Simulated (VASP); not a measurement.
Wanted: the native input for a VASP 6.6.1 run.

- Task: single point
- Functional: PBE
- Potentials or basis: VASP PAW PBE potentials, release 64 (Nb_sv)
- Cutoff: 500 eV
- k mesh: 16 × 16 × 16
- Occupations: fermi-dirac, width 0.1 eV
- Spin: no spin polarisation
- Dipole correction: no
- Further INCAR settings: ALGO = Normal; EDIFF = 1e-06; NBANDS = 12

The structure of Nb lies in POSCAR:

```
Nb
1.0
    2.7219351119      0.0000000000      0.0000000000
    0.0000000000      2.7219351119      0.0000000000
    0.0000000000      0.0000000000      2.7219351119
Nb
1
Direct
    0.0000000000      0.0000000000      0.0000000000
```

This isn't the form of Nb at room conditions, which is bcc.

One way to write it, as run:

INCAR

```
PREC = Accurate
ENCUT = 500
EDIFF = 1E-6
ISMEAR = -1
SIGMA = 0.1
LREAL = F
LASPH = T
NELM = 120
ALGO = Normal
ISIF = 2
LWAVE = F
LCHARG = F
GGA = PE
NBANDS = 12
GGA_COMPAT = F
```

KPOINTS

```
Automatic mesh
0
Gamma
  16 16 16
```

Potentials or basis: VASP PAW PBE potentials, release 64 (Nb_sv).

Run with:

```sh
$ cat potpaw_PBE.64/Nb_sv/POTCAR > POTCAR
$ mpirun -np 1 vasp_std > vasp.out
```

Results of the run:

The pressure is -0.2 GPa. The band gap on the k mesh is zero (an odd number of electrons rules out a gap without spin polarisation).

It took 41 s on 1 thread of Intel Xeon 8259CL (shared host), peak memory 0.15 GiB.
